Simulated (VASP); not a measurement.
Input of a VASP 6.6.1 run:

Contents of INCAR:

```
SYSTEM = Cu3Re
ALGO = Fast
EDIFF = 1E-7
ENCUT = 520
GGA = PE
ISIF = 2
ISMEAR = 0
LASPH = .True.
LCHARG = .False.
LREAL = .False.
LWAVE = .False.
NBANDS = 28
NELM = 60
PREC = Accurate
SIGMA = 0.1
```

KPOINTS

```
k-points
0
Gamma
  6 6 4
  0 0 0
```

POSCAR

```
Cu3Re
1.0
    2.6110056306      0.0000000000      0.0000000000
    0.0000000000      2.6110056306      0.0000000000
    0.0000000000      0.0000000000      7.4597130500
Cu Re
3 1
Direct
    0.5000000000      0.5000000000      0.2378548960
    0.5000000000      0.5000000000      0.7621451040
    0.0000000000      0.0000000000      0.0000000000
    0.0000000000      0.0000000000      0.5000000000
```

Potentials or basis: VASP PAW PBE potentials, release 64 (Cu, Re).

Launch:

```sh
$ cat potpaw_PBE.64/Cu/POTCAR potpaw_PBE.64/Re/POTCAR > POTCAR
$ mpirun -np 1 vasp_std > vasp.out
```

**Question.** Predict the pressure.

**Answer.** 0.4 GPa.

**Question.** Predict the largest force.

**Answer.** 0.027 eV/Å.

**Question.** Estimate the band gap on the k mesh.

**Answer.** Zero (bands 20 and 21 overlap by 4.10 eV).

Stress tensor (GPa, compression positive):
```
0.18 0.00 0.00
0.00 0.18 0.00
0.00 0.00 0.76
```

Caveat: the k points lie up to 0.40 Å⁻¹ apart, too coarse for converged energies and pressures of a metal; spin-orbit coupling is left out, which moves the levels of the heavy elements.
